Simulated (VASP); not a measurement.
# Be64HC32 (a cell with a defect) in VASP: single point with PBEsol

Aim: the single point of Be64HC32 (a cell with a defect) with PBEsol.

Everything below comes from runs of VASP 6.6.1. Logs are shortened: lines on timing, memory, paths and dates and some standing lists are left out, and cuts for length are marked.

## (1) The cell of the first run

The cell holds a defect, 97 atoms: a = 8.621 Å, b = 8.621 Å, c = 8.621 Å, α = 90.00°, β = 90.00°, γ = 90.00°.

## (2) Single point, PBEsol, collinear spin

Contents of INCAR:

```
PREC = Accurate
ENCUT = 520
EDIFF = 1E-6
ISMEAR = -1
SIGMA = 0.05
LREAL = Auto
LASPH = T
NELM = 200
ALGO = Normal
ISIF = 2
LWAVE = F
LCHARG = T
ISPIN = 2
MAGMOM = 0 0 0 0.067 0 0 0 0 0 0 0 0 0 0 0 0.067 0 0 0 0 0 0 0.067 0 0 0 0 0 0 0 0 0.067 0 0 0.067 0 0 0 0 0 0 0 0 0.067 0 0 0 0 0 0 0.067 0 0 0 0 0 0 0 0 0 0 0 0.067 0 0 0 0 0 0 0.067 0 0.067 0 0 0 0.067 0 0 0 0.067 0 0 0 0 0 0 0 0 0 0 0 0 0 0 0.067 0.067 0.067
LORBIT = 11
GGA = PS
LELF = T
LVHAR = T
NBANDS = 186
ISYM = -1
GGA_COMPAT = F
```

Contents of KPOINTS:

```
explicit points
1
Reciprocal
  0.25000000   0.25000000   0.25000000 1
```

Contents of POSCAR:

```
Be64HC32
1.0
    8.6212760000      0.0000000000      0.0000000000
    0.0000000000      8.6212760000      0.0000000000
    0.0000000000      0.0000000000      8.6212760000
Be C H
64 32 1
Direct
    0.3743840000      0.1248400000      0.1246400000
    0.3742380000      0.1255220000      0.6248070000
    0.3742190000      0.6246380000      0.1239730000
    0.3740610000      0.6245390000      0.6250720000
    0.8744200000      0.1250090000      0.1246700000
    0.8745830000      0.1250130000      0.6246480000
    0.8745950000      0.6249700000      0.1246450000
    0.8751400000      0.6247730000      0.6248420000
    0.1245480000      0.3749720000      0.1247550000
    0.1243590000      0.3748200000      0.6246290000
    0.1243140000      0.8749590000      0.1247200000
    0.1237660000      0.8751250000      0.6249210000
    0.6244830000      0.3747690000      0.1246970000
    0.6245900000      0.3741840000      0.6249510000
    0.6246300000      0.8750450000      0.1240490000
    0.6249220000      0.8753410000      0.6252350000
    0.1243820000      0.1249410000      0.3747400000
    0.1243580000      0.1249120000      0.8747380000
    0.1237130000      0.6246400000      0.3745650000
    0.1242700000      0.6249210000      0.8748260000
    0.6246140000      0.1255960000      0.3745000000
    0.6243180000      0.1250390000      0.8747820000
    0.6248610000      0.6246350000      0.3742200000
    0.6244980000      0.6247340000      0.8753010000
    0.1245790000      0.1253260000      0.1248780000
    0.1245020000      0.1252900000      0.6248720000
    0.1245510000      0.6253170000      0.1248120000
    0.1241140000      0.6250090000      0.6251280000
    0.6245250000      0.1252050000      0.1247750000
    0.6249100000      0.1257210000      0.6250490000
    0.6248720000      0.6249470000      0.1243160000
    0.6251500000      0.6245630000      0.6251990000
    0.3742080000      0.3742330000      0.3745360000
    0.3743610000      0.3747610000      0.8748400000
    0.3742000000      0.8753220000      0.3744560000
    0.3742920000      0.8750520000      0.8754010000
    0.8745650000      0.3746720000      0.3747110000
    0.8744580000      0.3747590000      0.8747190000
    0.8751330000      0.8750080000      0.3744870000
    0.8746270000      0.8747540000      0.8748000000
    0.3748900000      0.3749130000      0.1248420000
    0.3745800000      0.3744600000      0.6250840000
    0.3745420000      0.8751190000      0.1244210000
    0.3741910000      0.8756230000      0.6254260000
    0.8748750000      0.3751180000      0.1248440000
    0.8747620000      0.3750480000      0.6248680000
    0.8747830000      0.8751950000      0.1248180000
    0.8753350000      0.8752820000      0.6250210000
    0.3745410000      0.1258040000      0.3747530000
    0.3747530000      0.1252310000      0.8750230000
    0.3741200000      0.6245320000      0.3742620000
    0.3744740000      0.6249140000      0.8755230000
    0.8748220000      0.1251700000      0.3750140000
    0.8746320000      0.1250340000      0.8749670000
    0.8752660000      0.6248760000      0.3747940000
    0.8747010000      0.6251340000      0.8750450000
    0.1245150000      0.3749490000      0.3750290000
    0.1245410000      0.3750490000      0.8750290000
    0.1241670000      0.8752240000      0.3748330000
    0.1245940000      0.8751350000      0.8751230000
    0.6248750000      0.3745980000      0.3748790000
    0.6245990000      0.3750110000      0.8751140000
    0.6252000000      0.8756970000      0.3744590000
    0.6249270000      0.8753260000      0.8755970000
    0.9995630000      0.0000520000      0.9998340000
    0.9995450000      0.0003190000      0.4998200000
    0.9995660000      0.4999830000      0.9998200000
    0.9995730000      0.4996800000      0.4998340000
    0.4995550000      0.0003120000      0.9998030000
    0.4995230000      0.0030980000      0.4998210000
    0.4995470000      0.4996660000      0.9998530000
    0.4995840000      0.4968460000      0.4998240000
    0.2495340000      0.2499990000      0.9998260000
    0.2492530000      0.2500180000      0.4998330000
    0.2492330000      0.7500050000      0.9998330000
    0.2464360000      0.7500300000      0.4998770000
    0.7495900000      0.2500090000      0.9998110000
    0.7498660000      0.2499940000      0.4998170000
    0.7498790000      0.7499960000      0.9998370000
    0.7526180000      0.7500000000      0.4997840000
    0.2494970000      0.0001410000      0.2497670000
    0.2494120000      0.0000900000      0.7498900000
    0.2494710000      0.4999030000      0.2497230000
    0.2495020000      0.4999150000      0.7499970000
    0.7496280000      0.0000870000      0.2496680000
    0.7496570000      0.0000880000      0.7499380000
    0.7497150000      0.4999170000      0.2497680000
    0.7496080000      0.4998670000      0.7498620000
    0.9995700000      0.2500130000      0.2497790000
    0.9995500000      0.2500080000      0.7498510000
    0.9995510000      0.7500150000      0.2495070000
    0.9995450000      0.7499850000      0.7501510000
    0.4995450000      0.2500370000      0.2495320000
    0.4995350000      0.2499740000      0.7501320000
    0.4996270000      0.7500160000      0.2467710000
    0.4995240000      0.7500070000      0.7529970000
    0.4992600000      0.7497720000      0.5003510000
```

Potentials or basis: VASP PAW PBE potentials, release 64 (Be, C, H).

On the command line:

```bash
cat potpaw_PBE.64/Be/POTCAR potpaw_PBE.64/C/POTCAR potpaw_PBE.64/H/POTCAR > POTCAR
mpirun -np 1 vasp_std > vasp.out
```

OUTCAR:

```text
PREC = Accurate
   ENCUT = 520
   EDIFF = 1E-6
   ISMEAR = -1
   LREAL = Auto
   LASPH = T
   NELM = 200
   ISIF = 2
   ISPIN = 2
   LORBIT = 11
   GGA = PS
   ISYM = -1

 ion  position               nearest neighbor table
   1  0.374  0.125  0.125-  69 1.86  81 1.87  73 1.87  93 1.87  50 2.15  43 2.15  25 2.15  41 2.16
                            49 2.16  29 2.16
   2  0.374  0.126  0.625-  70 1.86  74 1.86  94 1.87  82 1.87  42 2.15  26 2.15  44 2.15  49 2.16
                            50 2.16  30 2.16
   3  0.374  0.625  0.124-  95 1.86  71 1.86  75 1.86  83 1.87  52 2.14  27 2.15  41 2.15  51 2.16
                            43 2.16  31 2.16
   4  0.374  0.625  0.625-  84 1.86  76 1.88  72 1.88  96 1.89  28 2.15  42 2.16  52 2.16  51 2.16
                            44 2.16  32 2.16
   5  0.874  0.125  0.125-  77 1.87  85 1.87  65 1.87  89 1.87  54 2.15  47 2.15  29 2.15  45 2.16
                            25 2.16  53 2.16
   6  0.875  0.125  0.625-  66 1.86  78 1.86  86 1.87  90 1.87  53 2.15  30 2.15  48 2.15  26 2.15
                            46 2.16  54 2.16
   7  0.875  0.625  0.125-  79 1.86  67 1.87  91 1.87  87 1.87  56 2.15  31 2.15  45 2.15  27 2.15
                            55 2.16  47 2.16
   8  0.875  0.625  0.625-  80 1.86  68 1.86  92 1.87  88 1.87  28 2.15  46 2.15  32 2.16  55 2.16
                            56 2.16  48 2.16
   9  0.125  0.375  0.125-  83 1.87  73 1.87  67 1.87  89 1.87  25 2.15  45 2.15  58 2.15  57 2.16
[... 171 lines left out ...]
  95  0.500  0.750  0.247-  43 1.85  15 1.86  31 1.86   3 1.86  23 1.88  35 1.88  51 1.88  63 1.89

  96  0.500  0.750  0.753-  24 1.85  52 1.86  36 1.86  64 1.86  16 1.88  44 1.88   4 1.89  32 1.89

  97  0.499  0.750  0.500-

IMPORTANT INFORMATION: All symmetrisations will be switched off!
NOSYMM: (Re-)initialisation of all symmetry stuff for point group C_1.

----------------------------------------------------------------------------------------

                                     Primitive cell

  volume of cell :     640.7884

  direct lattice vectors                    reciprocal lattice vectors
     8.621276000  0.000000000  0.000000000     0.115992111  0.000000000  0.000000000
     0.000000000  8.621276000  0.000000000     0.000000000  0.115992111  0.000000000
     0.000000000  0.000000000  8.621276000     0.000000000  0.000000000  0.115992111

  length of vectors
     8.621276000  8.621276000  8.621276000     0.115992111  0.115992111  0.115992111

  position of ions in fractional coordinates (direct lattice)
     0.374384000  0.124840000  0.124640000
     0.374238000  0.125522000  0.624807000
     0.374219000  0.624638000  0.123973000
     0.374061000  0.624539000  0.625072000
     0.874420000  0.125009000  0.124670000
[... 260 lines left out ...]
  free energy    TOTEN  =      -589.40012985 eV

  energy without entropy =     -589.39972928  energy(sigma->0) =     -589.39992957

 E-fermi :   7.9802     XC(G=0): -11.5835

 val. band max:        7.5925093655   @ k =   0.2500   0.2500   0.2500
 cond. band min:       8.3651173312   @ k =   0.2500   0.2500   0.2500
 fundamental gap:      0.7726079656
 Fermi energy:         7.9801784491

 spin component 1

 k-point     1 :       0.2500    0.2500    0.2500
  band No.  band energies     occupation
      1      -7.1210      1.00000
      2      -6.5446      1.00000
      3      -6.3937      1.00000
      4      -6.3936      1.00000
      5      -5.8660      1.00000
      6      -5.7622      1.00000
[... 132 lines left out ...]
    139      12.2531      0.00000
    140      12.2539      0.00000
 Fermi energy:         7.9801784491

 spin component 2

 k-point     1 :       0.2500    0.2500    0.2500
  band No.  band energies     occupation
      1      -7.0758      1.00000
      2      -6.4752      1.00000
      3      -6.3806      1.00000
      4      -6.3805      1.00000
      5      -5.8189      1.00000
      6      -5.7493      1.00000
[... 132 lines left out ...]
    139      12.2735      0.00000
    140      12.2748      0.00000
 [bands above 140 left out]

------------------------ aborting loop because EDIFF is reached ----------------------------------------

  FORCE on cell =-STRESS in cart. coord.  units (eV):
  Direction    XX          YY          ZZ          XY          YZ          ZX
  --------------------------------------------------------------------------------------
  -------------------------------------------------------------------------------------
  Total        6.2135828      6.1598113      6.1493763     -3.0976405     -3.0803871     -3.0715959
  in kB       15.5359576     15.4015116     15.3754206     -7.7450985     -7.7019596     -7.6799788
  external PRESSURE =      15.4376299 kB  Pullay stress =       0.0000000 kB

 VOLUME and BASIS-vectors are now :
 -----------------------------------------------------------------------------
  energy-cutoff  :      520.00
  volume of cell :      640.79
      direct lattice vectors                 reciprocal lattice vectors
     8.621276000  0.000000000  0.000000000     0.115992111  0.000000000  0.000000000
     0.000000000  8.621276000  0.000000000     0.000000000  0.115992111  0.000000000
     0.000000000  0.000000000  8.621276000     0.000000000  0.000000000  0.115992111

 POSITION                                       TOTAL-FORCE (eV/Angst)
 -----------------------------------------------------------------------------------
      3.22767      1.07628      1.07456         0.000570      0.009142     -0.007602
      3.22641      1.08216      5.38663        -0.001094     -0.002465      0.003234
      3.22625      5.38518      1.06881         0.000682     -0.001687     -0.001700
      3.22488      5.38432      5.38892        -0.000951     -0.004292      0.002751
      7.53862      1.07774      1.07481        -0.000701     -0.002887     -0.006296
      7.54002      1.07777      5.38526        -0.005908      0.000036     -0.001469
[... 89 lines left out ...]
      4.30653      6.46602      6.49179        -0.002555     -0.004524      0.004962
      4.30426      6.46399      4.31366         0.001292      0.002379     -0.007681
 -----------------------------------------------------------------------------------
    total drift:                                0.235035      0.005270      0.100787

  FREE ENERGIE OF THE ION-ELECTRON SYSTEM (eV)
  ---------------------------------------------------
  free  energy   TOTEN  =      -589.4001298548 eV

  energy  without entropy=     -589.3997292785  energy(sigma->0) =     -589.39992957

 total charge

# of ion       s       p       d       tot
------------------------------------------
    1        0.432   0.865   0.000   1.297
    2        0.432   0.867   0.000   1.299
    3        0.433   0.866   0.000   1.299
    4        0.426   0.851   0.000   1.277
    5        0.432   0.864   0.000   1.296
    6        0.432   0.865   0.000   1.297
[... 89 lines left out ...]
   96        0.807   1.688   0.000   2.496
   97        0.483   0.027   0.000   0.510
--------------------------------------------------
tot         53.800 109.594   0.000 163.394

 magnetization (x)

# of ion       s       p       d       tot
------------------------------------------
    1        0.000   0.000   0.000   0.000
    2        0.000   0.002   0.000   0.002
    3        0.000   0.002   0.000   0.002
    4        0.002  -0.003   0.000  -0.000
    5        0.000   0.001   0.000   0.001
    6        0.000   0.001   0.000   0.001
[... 89 lines left out ...]
   96        0.006   0.026   0.000   0.032
   97        0.225   0.002   0.000   0.227
--------------------------------------------------
tot          0.319   0.237   0.000   0.556
```

Wall time 8.2 min (1 thread of Intel Xeon Platinum 8559C (Emerald Rapids), shared host); peak memory 0.82 GiB.

What came out:

```
Free energy                                           : -589.4001 eV
Pressure                                              : 1.5 GPa
Largest force                                         : 0.016 eV/Å
Band gap on the k mesh                                : 0.77 eV
Net moment                                            : 1.00 μB per cell
Site moments                                          : Be +0.00, -0.00 (each value once); C -0.00, +0.00, +0.03, +0.01 (each value once); H +0.23 μB
Valence electrons inside the program's atomic spheres : Be 1.30, 1.28 (each value once); C 2.50; H 0.51
```

Forces on the atoms (eV/Å):
```
Be   0.001  0.009 -0.008
Be  -0.001 -0.002  0.003
Be   0.001 -0.002 -0.002
Be  -0.001 -0.004  0.003
Be  -0.001 -0.003 -0.006
Be  -0.006  0.000 -0.001
Be  -0.007 -0.004 -0.006
Be  -0.011 -0.006  0.001
Be  -0.002  0.001 -0.005
Be  -0.002  0.000  0.005
Be   0.001 -0.007 -0.010
Be   0.000 -0.001  0.003
Be  -0.006  0.001 -0.005
Be   0.003  0.001  0.000
Be   0.000  0.002 -0.002
Be   0.001  0.002  0.000
Be  -0.005  0.002 -0.004
Be  -0.003  0.004 -0.001
Be   0.000  0.002 -0.007
Be   0.002 -0.003 -0.001
Be  -0.005 -0.003 -0.002
Be  -0.001 -0.003 -0.001
Be  -0.003 -0.007  0.003
Be   0.002 -0.003 -0.003
Be   0.001 -0.006 -0.001
Be   0.003 -0.002  0.005
Be  -0.002 -0.003  0.000
Be  -0.002 -0.001  0.004
Be   0.005  0.004  0.000
Be  -0.006  0.003  0.008
Be  -0.002  0.002 -0.001
Be  -0.009  0.009  0.009
Be   0.001 -0.003 -0.005
Be   0.003  0.000 -0.003
Be  -0.009 -0.002 -0.008
Be  -0.006 -0.003 -0.005
Be  -0.005  0.007 -0.002
Be  -0.004  0.002 -0.002
Be  -0.007 -0.002 -0.001
Be  -0.007 -0.001  0.000
Be  -0.008  0.003 -0.003
Be  -0.007  0.008  0.006
Be  -0.003  0.013 -0.003
Be   0.000 -0.009 -0.002
Be  -0.009  0.000  0.001
Be   0.000 -0.003  0.004
Be  -0.002 -0.008 -0.003
Be  -0.004  0.004  0.011
Be  -0.008 -0.004 -0.004
Be  -0.006 -0.001  0.000
Be  -0.001  0.005  0.010
Be  -0.007 -0.002  0.001
Be  -0.006  0.001 -0.002
Be  -0.002  0.004 -0.005
Be  -0.001  0.000 -0.007
Be   0.000  0.001 -0.001
Be   0.002  0.003  0.001
Be   0.004  0.002  0.000
Be  -0.005  0.005 -0.001
Be  -0.003 -0.005 -0.004
Be  -0.004 -0.001 -0.005
Be  -0.001  0.001 -0.003
Be  -0.010 -0.012  0.004
Be  -0.004  0.001  0.002
C    0.006 -0.001  0.004
C    0.008 -0.005  0.002
C    0.007  0.000  0.006
C    0.003  0.006  0.000
C    0.003 -0.007  0.009
C    0.003  0.013 -0.005
C    0.007  0.007 -0.001
C   -0.003 -0.002  0.000
C    0.006 -0.001  0.007
C    0.000 -0.002 -0.005
C    0.003  0.002  0.002
C   -0.005  0.000 -0.003
C    0.006 -0.001  0.007
C    0.011 -0.001  0.010
C    0.007  0.002  0.007
C    0.015 -0.002 -0.006
C    0.008 -0.004  0.007
C    0.003  0.002  0.001
C    0.001  0.000  0.001
C    0.005  0.003 -0.007
C    0.006  0.002  0.007
C    0.014 -0.003 -0.004
C    0.010  0.006  0.007
C    0.010  0.001  0.006
C    0.009 -0.001  0.008
C    0.006 -0.003  0.000
C    0.007  0.001  0.009
C    0.010  0.005 -0.007
C    0.008 -0.007  0.003
C    0.011  0.002 -0.004
C   -0.007  0.001 -0.012
C   -0.003 -0.005  0.005
H    0.001  0.002 -0.008
```

Stress tensor (GPa, compression positive):
```
 1.55 -0.77 -0.77
-0.77  1.54 -0.77
-0.77 -0.77  1.54
```

Caveat: the PAW data sets were made with another functional, which shifts forces and pressure a little.
